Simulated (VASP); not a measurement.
Au, 1 atom in the cell. It takes space group Fm-3m (No. 225, cubic). The conventional cell has a = 3.704 Å, b = 3.704 Å, c = 3.704 Å, α = 90.00°, β = 90.00°, γ = 90.00°. Au (site symmetry m-3m) has 12 Au at 2.62 Å within 3.5 Å. 

```yaml
Program: VASP 6.6.1
Task: single point
Functional: PBE
Potentials_or_basis: VASP PAW PBE potentials, release 64 (Au)
Cutoff: 520 eV
k_mesh: 8 × 8 × 8
Occupations: gaussian, width 0.1 eV
Spin: no spin polarisation
Dipole_correction: no
Further_INCAR_settings: ALGO = Normal; EDIFF = 1e-06; NBANDS = 12
```

Potentials or basis: VASP PAW PBE potentials, release 64 (Au).

Run with:

```sh
$ cat potpaw_PBE.64/Au/POTCAR > POTCAR
$ mpirun -np 1 vasp_std > vasp.out
```

Hardware: 1 thread of AMD EPYC 9R45 96-Core Processor (Zen 5) (shared host).

**Question.** Estimate the wall time of this run.

**Answer.** Wall time 3.3 s on 1 thread of AMD EPYC 9R45 96-Core Processor (Zen 5) (shared host), peak memory 0.09 GiB. Counts: scf iterations 11, k points 29.
